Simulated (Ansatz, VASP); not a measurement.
# TiO2 in VASP and in Ansatz

```
CELL_PARAMETERS angstrom
4.22957 0.00000 0.00000
0.00000 4.22957 0.00000
0.00000 0.00000 3.23231
ATOMIC_POSITIONS crystal
Ti 0.00000 0.00000 0.00000
Ti 0.50000 0.50000 0.50000
O 0.30514 0.30514 0.00000
O 0.19486 0.80514 0.50000
O 0.69486 0.69486 0.00000
O 0.80514 0.19486 0.50000
```

Change from the starting cell: strain -0.080 along x and y, +0.080 along z, atoms carried along.

Alike in both runs: task single point; functional r2SCAN; k mesh 6 × 6 × 8; occupations gaussian, width 0.05 eV; no spin polarisation; Hubbard terms Ti d U = 4.0 eV.

|  | VASP | Ansatz |
| --- | --- | --- |
| version | VASP 6.6.1 | Ansatz 0.2.0 |
| potentials or method | VASP PAW PBE potentials, release 64 (Ti_sv, O), cutoff 520 eV | scalar-relativistic, plane waves, PAW |
| valence electrons in the cell | 48 | 48 |

VASP gave:

```
gap on the k mesh at the Fermi level (eV)                     : 3.15
least direct gap on the mesh (eV)                             : 3.15
pressure (GPa)                                                : 29.0
traceless stress, the component that is largest in VASP (GPa) : -29.18
rms of the force components (eV/Å)                            : 0.377
```

**Question.** Which values does Ansatz return?

**Answer.** gap on the k mesh at the Fermi level (eV): 3.16; least direct gap on the mesh (eV): 3.16; pressure (GPa): 23.1; traceless stress, the component that is largest in VASP (GPa): -28.57; rms of the force components (eV/Å): 0.302.

VASP's potentials were made for PBE, not for r2SCAN. The programs project onto different local orbitals, so the same U acts differently, and such runs can settle in different states. Atom by atom the forces differ by 0.075 eV/Å (rms over components).
